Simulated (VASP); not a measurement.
Here is a VASP 6.6.1 calculation.

INCAR

```
ALGO     = Normal         # electronic algorithm
EDIFF    = 1E-6           # SCF threshold, eV
ENCUT    = 520            # plane-wave cutoff, eV
GGA      = PE             # functional
ISIF     = 2              # what is computed and relaxed
ISMEAR   = 0              # smearing method
LASPH    = T              # aspherical terms in the spheres
LCHARG   = F              # write CHGCAR
LREAL    = F              # projectors in reciprocal space
LWAVE    = F              # write WAVECAR
NBANDS   = 26             # bands
NELM     = 60             # most SCF steps
PREC     = Accurate       # precision mode
SIGMA    = 0.1            # smearing width, eV
```

Contents of KPOINTS:

```
k-points
0
Gamma
  6 6 6
```

The input POSCAR:

```
Al3BP4
1.0
   -2.6418923583      2.6418923583      5.2327980214
    2.6418923583     -2.6418923583      5.2327980214
    2.6418923583      2.6418923583     -5.2327980214
Al B P
3 1 4
Direct
    0.7500000000      0.2500000000      0.5000000000
    0.5000000000      0.5000000000      0.0000000000
    0.2500000000      0.7500000000      0.5000000000
    0.0000000000      0.0000000000      0.0000000000
    0.1049987454      0.1049987454      0.4376815439
    0.8950012546      0.3326827985      0.0000000000
    0.6673172015      0.6673172015      0.5623184561
    0.3326827985      0.8950012546      0.0000000000
```

Potentials or basis: VASP PAW PBE potentials, release 64 (Al, B, P).

Command:

```console
$ cat potpaw_PBE.64/Al/POTCAR potpaw_PBE.64/B/POTCAR potpaw_PBE.64/P/POTCAR > POTCAR
$ mpirun -np 1 vasp_std > vasp.out
```

Q: Predict the largest force.

A: 0.027 eV/Å.

Q: Estimate the pressure.

A: -0.1 GPa.

Stress tensor (GPa, compression positive):
```
-0.10  0.00  0.00
 0.00 -0.10  0.00
 0.00  0.00  0.05
```
